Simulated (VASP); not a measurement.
# PmP (F-43m) in VASP: single point with r2SCAN

Aim: the single point of PmP with r2SCAN.

All numbers are computed with VASP 6.6.1; they aren't measurements. Logs are shortened: lines on timing, memory, paths and dates and some standing lists are left out, and cuts for length are marked.

## Step 1: The cell of the first run

The structure is cubic, space group F-43m (No. 216). Conventional cell: a = 6.438 Å, b = 6.438 Å, c = 6.438 Å, α = 90.00°, β = 90.00°, γ = 90.00°. Pm (site symmetry -43m) has 4 P at 2.79 Å within 3.7 Å. P (site symmetry -43m) has 4 Pm at 2.79 Å within 3.7 Å.

## Step 2: Single point, r2SCAN, collinear spin, ferromagnetic start

The input, POSCAR:

```
PmP
1.0
    0.0000000000      3.2192192868      3.2192192868
    3.2192192868      0.0000000000      3.2192192868
    3.2192192868      3.2192192868      0.0000000000
Pm P
1 1
Direct
    0.0000000000      0.0000000000      0.0000000000
    0.2500000000      0.2500000000      0.2500000000
```

The input, INCAR.step1:

```
PREC     = Accurate       # precision mode
ENCUT    = 520            # plane-wave cutoff, eV
ISMEAR   = 0              # smearing method
SIGMA    = 0.05           # smearing width, eV
LREAL    = False          # projectors in reciprocal space
LASPH    = True           # aspherical terms in the spheres
NELM     = 150            # most SCF steps
ISPIN    = 2              # spin polarisation
MAGMOM   = 4.43 0         # initial moments
LMAXMIX  = 6              # l up to which the mixer works
NBANDS   = 21             # bands
GGA      = PE             # functional
ALGO     = Normal         # electronic algorithm
EDIFF    = 1E-4           # SCF threshold, eV
LWAVE    = True           # write WAVECAR
LCHARG   = False          # write CHGCAR
```

The input, INCAR.step2:

```
PREC     = Accurate       # precision mode
ENCUT    = 520            # plane-wave cutoff, eV
EDIFF    = 1E-6           # SCF threshold, eV
ISMEAR   = 0              # smearing method
SIGMA    = 0.05           # smearing width, eV
LREAL    = False          # projectors in reciprocal space
LASPH    = True           # aspherical terms in the spheres
NELM     = 150            # most SCF steps
ALGO     = Normal         # electronic algorithm
ISIF     = 2              # what is computed and relaxed
LWAVE    = False          # write WAVECAR
LCHARG   = False          # write CHGCAR
ISPIN    = 2              # spin polarisation
MAGMOM   = 4.43 0         # initial moments
LORBIT   = 11             # projections on sites
LMAXMIX  = 6              # l up to which the mixer works
METAGGA  = R2SCAN         # meta-GGA
LMIXTAU  = True         
NBANDS   = 21             # bands
ISTART   = 1
```

The input, KPOINTS:

```
regular mesh
0
Gamma
  10 10 10
```

Potentials or basis: VASP PAW PBE potentials, release 64 (Pm, P).

Command:

```sh
cat potpaw_PBE.64/Pm/POTCAR potpaw_PBE.64/P/POTCAR > POTCAR
cp INCAR.step1 INCAR
mpirun -np 1 vasp_std > vasp.out
cp INCAR.step2 INCAR
mpirun -np 1 vasp_std > vasp.out
```

OUTCAR:

```text
PREC = Accurate
   ENCUT = 520
   EDIFF = 1E-6
   ISMEAR = 0
   LREAL = False
   LASPH = True
   NELM = 150
   ISIF = 2
   ISPIN = 2
   LORBIT = 11
   METAGGA = R2SCAN
   ISTART = 1

 ion  position               nearest neighbor table
   1  0.000  0.000  0.000-   2 2.79   2 2.79   2 2.79   2 2.79
   2  0.250  0.250  0.250-   1 2.79   1 2.79   1 2.79   1 2.79

  LATTYP: Found a face centered cubic cell.
 ALAT       =     6.4384385736

  Lattice vectors:

 A1 = (   0.0000000000,   3.2192192868,   3.2192192868)
 A2 = (   3.2192192868,   0.0000000000,   3.2192192868)
 A3 = (   3.2192192868,   3.2192192868,   0.0000000000)

Analysis of symmetry for initial positions (statically):
=====================================================================
 Subroutine PRICEL returns:
 Original cell was already a primitive cell.

 Routine SETGRP: Setting up the symmetry group for a
 face centered cubic supercell.

 Subroutine GETGRP returns: Found 24 space group operations
 (whereof 24 operations were pure point group operations)
 out of a pool of 48 trial point group operations.

The static configuration has the point symmetry T_d .

Analysis of symmetry for dynamics (positions and initial velocities):
=====================================================================
 Subroutine PRICEL returns:
 Original cell was already a primitive cell.

 Routine SETGRP: Setting up the symmetry group for a
 face centered cubic supercell.

 Subroutine GETGRP returns: Found 24 space group operations
 (whereof 24 operations were pure point group operations)
 out of a pool of 48 trial point group operations.

The dynamic configuration has the point symmetry T_d .

Analysis of structural, dynamic, and magnetic symmetry:
=====================================================================
 Subroutine PRICEL returns:
 Original cell was already a primitive cell.

 Routine SETGRP: Setting up the symmetry group for a
 face centered cubic supercell.

 Subroutine GETGRP returns: Found 24 space group operations
 (whereof 24 operations were pure point group operations)
 out of a pool of 48 trial point group operations.

The overall configuration has the point symmetry T_d .

 Subroutine INISYM returns: Found 24 space group operations
 (whereof 24 operations are pure point group operations),
 and found     1 'primitive' translations

----------------------------------------------------------------------------------------

                                     Primitive cell

  volume of cell :      66.7239

  direct lattice vectors                    reciprocal lattice vectors
     0.000000000  3.219219287  3.219219287    -0.155317161  0.155317161  0.155317161
     3.219219287  0.000000000  3.219219287     0.155317161 -0.155317161  0.155317161
     3.219219287  3.219219287  0.000000000     0.155317161  0.155317161 -0.155317161

  length of vectors
     4.552663576  4.552663576  4.552663576     0.269017214  0.269017214  0.269017214

  position of ions in fractional coordinates (direct lattice)
     0.000000000  0.000000000  0.000000000
     0.250000000  0.250000000  0.250000000

  ion indices of the primitive-cell ions
   primitive index   ion index
                 1           1
                 2           2

----------------------------------------------------------------------------------------

 KPOINTS: regular mesh

Automatic generation of k-mesh.
 Grid dimensions read from file:
 generate k-points for:   10   10   10

 Generating k-lattice:

  Cartesian coordinates                     Fractional coordinates (reciprocal lattice)
    -0.015531716  0.015531716  0.015531716     0.100000000  0.000000000  0.000000000
     0.015531716 -0.015531716  0.015531716     0.000000000  0.100000000  0.000000000
     0.015531716  0.015531716 -0.015531716     0.000000000  0.000000000  0.100000000

  Length of vectors
     0.026901721  0.026901721  0.026901721

  Shift w.r.t. Gamma in fractional coordinates (k-lattice)
     0.000000000  0.000000000  0.000000000

 Subroutine IBZKPT returns following result:
 ===========================================

 Found     47 irreducible k-points:

 Following reciprocal coordinates:
            Coordinates               Weight
  0.000000  0.000000  0.000000      1.000000
  0.100000  0.000000  0.000000      8.000000
  0.200000  0.000000  0.000000      8.000000
  0.300000  0.000000  0.000000      8.000000
  0.400000  0.000000  0.000000      8.000000
  0.500000  0.000000  0.000000      4.000000
[... 16 lines left out ...]
  0.300000  0.300000  0.000000      6.000000
  0.400000  0.300000  0.000000     24.000000
 [... further k-points ...]
   k-points           NKPTS =     47   k-points in BZ     NKDIM =     47   number of bands    NBANDS=     21
   number of dos      NEDOS =    301   number of ions     NIONS =      2
   total plane-waves  NPLWV =  46656
   dimension x,y,z NGX =    36 NGY =   36 NGZ =   36
   dimension x,y,z NGXF=    72 NGYF=   72 NGZF=   72
   ions per type =               1   1
   NGX,Y,Z   is equivalent  to a cutoff of  13.15, 13.15, 13.15 a.u.
   NGXF,Y,Z  is equivalent  to a cutoff of  26.29, 26.29, 26.29 a.u.
 SYSTEM =  unknown system
   PREC   = accura    normal or accurate (medium, high low for compatibility)
   ISTART =      1    job   : 0-new  1-cont  2-samecut
   ICHARG =      0    charge: 1-file 2-atom 10-const
   ISPIN  =      2    spin polarized calculation?
   LNONCOLLINEAR =      F non collinear calculations
   LSORBIT =      F    spin-orbit coupling
   LASPH  =      T    aspherical Exc in radial PAW
   ENCUT  =  520.0 eV  38.22 Ry    6.18 a.u.   8.46  8.46  8.46*2*pi/ulx,y,z
   NELM   =    150;   NELMIN=  2; NELMDL=  0     # of ELM steps
   EDIFF  = 0.1E-05   stopping-criterion for ELM
   LREAL  =      F    real-space projection
   EDIFFG = 0.1E-04   stopping-criterion for IOM
   NSW    =      0    number of steps for IOM
   IBRION =     -1    ionic relax: 0-MD 1-quasi-New 2-CG
   NFREE  =      0    steps in history (QN), initial steepest desc. (CG)
   ISIF   =      2    stress and relaxation
   ISYM   =      2    0-nonsym 1-usesym 2-fastsym
   POTIM  = 0.5000    time-step for ionic-motion
   TEBEG  =    0.0;   TEEND  =   0.0 temperature during run
   PSTRESS=    0.0 pullay stress
   NELECT =      20.0000    total number of electrons
   NUPDOWN=      -1.0000    fix difference up-down
   EMIN   =  10.00;   EMAX   =-10.00  energy-range for DOS
   EFERMI =   0.00;   METHOD = LEGACY
   ISMEAR =     0;   SIGMA  =   0.05  broadening in eV -4-tet -1-fermi 0-gaus
   EFERMI_NEDOS =   21; number of points for ismear=-14 and -15
   IALGO  =     38    algorithm
   IMIX   =      4    mixing-type and parameters
     AMIX     =   0.40;   BMIX     =  1.00
     AMIX_MAG =   1.60;   BMIX_MAG =  1.00
  volume/ion in A,a.u.               =      33.36       225.14
  Fermi-wavevector in a.u.,A,eV,Ry     =   1.095614  2.070410 16.332028  1.200370
  Thomas-Fermi vector in A             =   2.231941
   LORBIT       =     11    0 simple, 1 ext, 2 COOP (PROOUT), +10 PAW based schemes
   METAGGA = R2SCAN    functional components
   LHFCALC =     F    Hartree Fock is set to
   AEXX    =    0.0000 exact exchange contribution
   IVDW    =     0    specifies the selected vdW correction
   LEPSILON=     F    determine dielectric tensor
   LRPA    =     F    only Hartree local field effects (RPA)
 spin polarized calculation
 Gauss-broadening in eV      SIGMA  =   0.05
  energy-cutoff  :      520.00
  volume of cell :       66.72
 maximum number of plane-waves:      1823
 NGX is ok and might be reduce to    36
   NGX = 17   NGY = 17   NGZ = 17

 number of electron      20.0000001 magnetization       4.0001821

 Free energy of the ion-electron system (eV)
  ---------------------------------------------------
  ext. energy  EPLUGINS =         0.00000000
  ---------------------------------------------------
  free energy    TOTEN  =       -45.47026265 eV

  energy without entropy =      -45.45573081  energy(sigma->0) =      -45.46299673

 E-fermi :   3.0661     XC(G=0):  -8.9811

 val. band max:        3.0642586029   @ k =  -0.3000   0.5000   0.2000
 cond. band min:       3.0662629416   @ k =   0.3000   0.3000   0.0000
 fundamental gap:      0.0020043388
 Fermi energy:         3.0660824430

 spin component 1

 k-point     1 :       0.0000    0.0000    0.0000
  band No.  band energies     occupation
      1     -36.7840      1.00000
      2     -16.4557      1.00000
      3     -16.4543      1.00000
      4     -16.4543      1.00000
      5      -6.1162      1.00000
      6       1.3724      1.00000
[... 13 lines left out ...]
     20      10.1412      0.00000
     21      10.1417      0.00000
[... 529 lines left out ...]
 k-point    24 :       0.4000    0.3000    0.0000
  band No.  band energies     occupation
      1     -36.7763      1.00000
      2     -16.6119      1.00000
      3     -16.5061      1.00000
      4     -16.5009      1.00000
      5      -5.4293      1.00000
      6       0.8289      1.00000
[... 13 lines left out ...]
     20       8.9210      0.00000
     21      10.2352      0.00000

 [... further k-points ...]

 spin component 2

 k-point     1 :       0.0000    0.0000    0.0000
  band No.  band energies     occupation
      1     -34.5671      1.00000
      2     -14.9694      1.00000
      3     -14.9694      1.00000
      4     -14.9692      1.00000
      5      -6.2939      1.00000
      6       1.6514      1.00000
[... 13 lines left out ...]
     20      10.4723      0.00000
     21      10.4723      0.00000
[... 529 lines left out ...]
 k-point    24 :       0.4000    0.3000    0.0000
  band No.  band energies     occupation
      1     -34.5563      1.00000
      2     -15.1846      1.00000
      3     -15.0370      1.00000
      4     -15.0301      1.00000
      5      -5.5846      1.00000
      6       0.8760      1.00000
[... 13 lines left out ...]
     20       9.5215      0.00000
     21      10.6502      0.00000

 [... further k-points ...]
[... 5 lines left out ...]
  --------------------------------------------------------------------------------------
  -------------------------------------------------------------------------------------
  Total        0.3417610      0.3417610      0.3417610      0.0000000     -0.0000000      0.0000000
  in kB        8.2063763      8.2063763      8.2063763      0.0000000     -0.0000000      0.0000000
  external PRESSURE =       8.2063763 kB  Pullay stress =       0.0000000 kB

 VOLUME and BASIS-vectors are now :
 -----------------------------------------------------------------------------
  energy-cutoff  :      520.00
  volume of cell :       66.72
      direct lattice vectors                 reciprocal lattice vectors
     0.000000000  3.219219287  3.219219287    -0.155317161  0.155317161  0.155317161
     3.219219287  0.000000000  3.219219287     0.155317161 -0.155317161  0.155317161
     3.219219287  3.219219287  0.000000000     0.155317161  0.155317161 -0.155317161

 POSITION                                       TOTAL-FORCE (eV/Angst)
 -----------------------------------------------------------------------------------
      0.00000      0.00000      0.00000        -0.000000     -0.000000     -0.000000
      1.60961      1.60961      1.60961         0.000000      0.000000      0.000000
 -----------------------------------------------------------------------------------
    total drift:                                0.000000      0.000000     -0.000000

  FREE ENERGIE OF THE ION-ELECTRON SYSTEM (eV)
  ---------------------------------------------------
  free  energy   TOTEN  =       -45.4702626540 eV

  energy  without entropy=      -45.4557308105  energy(sigma->0) =      -45.46299673

 total charge

# of ion       s       p       d       f       tot
--------------------------------------------------
    1        2.029   5.568   0.495   4.188  12.279
    2        1.033   1.560   0.000   0.000   2.593
--------------------------------------------------
tot          3.062   7.128   0.495   4.188  14.872

 magnetization (x)

# of ion       s       p       d       f       tot
--------------------------------------------------
    1       -0.025  -0.001   0.031   4.106   4.111
    2       -0.012  -0.122   0.000   0.000  -0.134
--------------------------------------------------
tot         -0.037  -0.123   0.031   4.106   3.977
```

Wall time 8.2 min (1 thread of Intel Xeon Platinum 8375C at 2.90GHz (Ice Lake), shared host); peak memory 0.33 GiB.

Results:

```
Free energy                                           : -45.4703 eV
Pressure                                              : 0.8 GPa
Band gap on the k mesh                                : zero (filled and empty bands overlap)
Net moment                                            : 4.00 μB per cell
Site moments                                          : Pm +4.11; P -0.13 μB
Valence electrons inside the program's atomic spheres : Pm 12.28; P 2.59
```

Levels at points of the mesh, in eV from the Fermi level:
Spin up:
| k point | band 9 | band 10 | band 11 | band 12 | band 13 | band 14 | band 15 | band 16 |
| --- | --- | --- | --- | --- | --- | --- | --- | --- |
| (0.00, 0.00, 0.00) | -1.50 | -1.50 | -1.50 | 0.06 | 0.06 | 0.06 | 0.77 | 3.16 |
| (0.50, 0.00, 0.00) | -1.69 | -0.99 | -0.99 | -0.09 | 0.07 | 0.07 | 0.95 | 3.63 |
| (0.50, 0.50, 0.00) | -1.76 | -0.27 | -0.27 | -0.01 | 0.14 | 0.14 | 0.96 | 1.55 |
Spin down:
```csv
k point,band 6,band 7,band 8,band 9,band 10,band 11
"(0.00, 0.00, 0.00)",-1.41,-1.41,-1.41,1.98,3.14,3.14
"(0.50, 0.00, 0.00)",-1.69,-1.03,-1.03,2.53,2.96,3.22
"(0.50, 0.50, 0.00)",-2.34,-0.34,-0.34,1.84,2.57,3.19
```

Caveat: the magnetic or orbital state may not be the lowest; the PAW data sets were made with another functional, which shifts forces and pressure a little; spin-orbit coupling is left out, which moves the levels of the heavy elements; semilocal functionals describe open f shells poorly, which spoils levels, moments and volumes.
